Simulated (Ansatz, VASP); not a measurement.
AlP: VASP beside Ansatz

```
Al P
1.0
     3.86812    0.00000    0.00000
     0.00000    5.47035    0.00000
     0.00000    0.00000   26.60436
Al P
7 7
Direct
  0.50000 0.50000 0.28191
  0.00000 0.00000 0.35461
  0.50000 0.50000 0.42730
  0.00000 0.00000 0.50000
  0.50000 0.50000 0.57270
  0.00000 0.00000 0.64539
  0.50000 0.50000 0.71809
  0.00000 0.75000 0.28191
  0.50000 0.25000 0.35461
  0.00000 0.75000 0.42730
  0.50000 0.25000 0.50000
  0.00000 0.75000 0.57270
  0.50000 0.25000 0.64539
  0.00000 0.75000 0.71809
```

Alike in both runs: task relaxation of the atoms; functional PBEsol; k mesh 7 × 5 × 1; occupations gaussian, width 0.05 eV; no spin polarisation.

```csv
,VASP,Ansatz
version,VASP 6.6.1,Ansatz 0.2.0
potentials or method,"VASP PAW PBE potentials, release 64 (Al, P), cutoff 450 eV","scalar-relativistic, plane waves, PAW"
valence electrons in the cell,56,56
```

Ansatz gave:

| Property | Result |
| --- | --- |
| gap on the k mesh at the Fermi level, each at its own relaxed structure (eV) | 1.10 |

**Question.** What did VASP give for the same quantities?

**Answer.** gap on the k mesh at the Fermi level, each at its own relaxed structure (eV): 1.09.

VASP's potentials were made for PBE, not for PBEsol. Ansatz's warnings: xc potential rough in thin density.
